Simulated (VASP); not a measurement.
Write the native input for VASP 6.6.1 that does the following.

```
Task                   : single point
Functional             : PBE
Dispersion             : D3(BJ)
Potentials or basis    : VASP PAW PBE potentials, release 64 (As)
Cutoff                 : 520 eV
k mesh                 : 9 × 9 × 1
Occupations            : gaussian, width 0.05 eV
Spin                   : no spin polarisation
Dipole correction      : yes
Further INCAR settings : ALGO = Normal; EDIFF = 1e-07; NBANDS = 18
```

The structure of As lies in POSCAR:

```
As
1.0
    3.5713380906      0.0000000000      0.0000000000
   -1.7856690453      3.0928695120      0.0000000000
    0.0000000000      0.0000000000     20.2952802043
As
4
Direct
    0.3333333333      0.6666666667      0.2905917062
    0.6666666667      0.3333333333      0.2217264287
    0.8333333333      0.3333333333      0.5427508314
    0.5000000000      0.6666666667      0.4738855539
```

These files were run (other wordings do the same):

INCAR

```
PREC = Accurate
ENCUT = 520
EDIFF = 1E-7
ISMEAR = 0
SIGMA = 0.05
LREAL = F
LASPH = T
NELM = 80
ALGO = Normal
ISIF = 2
LWAVE = F
LCHARG = F
LDIPOL = T
IDIPOL = 3
DIPOL = 0.5 0.5 0.382
GGA = PE
IVDW = 12
NBANDS = 18
```

KPOINTS

```
regular mesh
0
Gamma
  9 9 1
```

Potentials or basis: VASP PAW PBE potentials, release 64 (As).

Launch:

```bash
$ cat potpaw_PBE.64/As/POTCAR > POTCAR
$ mpirun -np 1 vasp_std > vasp.out
```

Results of the run:

```json
{"Largest force": "0.093 eV/Å", "Band gap on the k mesh": "1.22 eV, indirect (least direct gap 1.71 eV)", "Dispersion energy per atom": "-0.257 eV"}
```

Wall time 87 s on 1 thread of Intel(R) Xeon(R) Platinum 8559C (Emerald Rapids), with other jobs on the host, peak memory 0.35 GiB.
